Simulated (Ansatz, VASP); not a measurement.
Two plane-wave programs on BaS

```xyz
2
Lattice="0.0000 3.1938 3.1938 3.1938 0.0000 3.1938 3.1938 3.1938 0.0000" Properties=species:S:1:pos:R:3 pbc="T T T"
Ba    3.1938    3.1938    3.1938
S     0.0000    0.0000    0.0000
```

Alike in both runs: task single point; functional PBEsol; k mesh 8 × 8 × 8; occupations gaussian, width 0.05 eV; non-collinear spin, spin-orbit coupling.

|  | VASP | Ansatz |
| --- | --- | --- |
| version | VASP 6.6.1 | Ansatz 0.2.0 |
| potentials or method | VASP PAW PBE potentials, release 64 (Ba_sv, S), cutoff 520 eV | plane waves, PAW |
| valence electrons in the cell | 16 | 16 |

Ansatz gave:

* pressure (GPa): -1.2
* net moment per atom (μB): 0.00

Question: What did VASP give for the same quantities?

Answer: Pressure (GPa): -0.5; net moment per atom (μB): 0.00.

VASP's potentials were made for PBE, not for PBEsol.
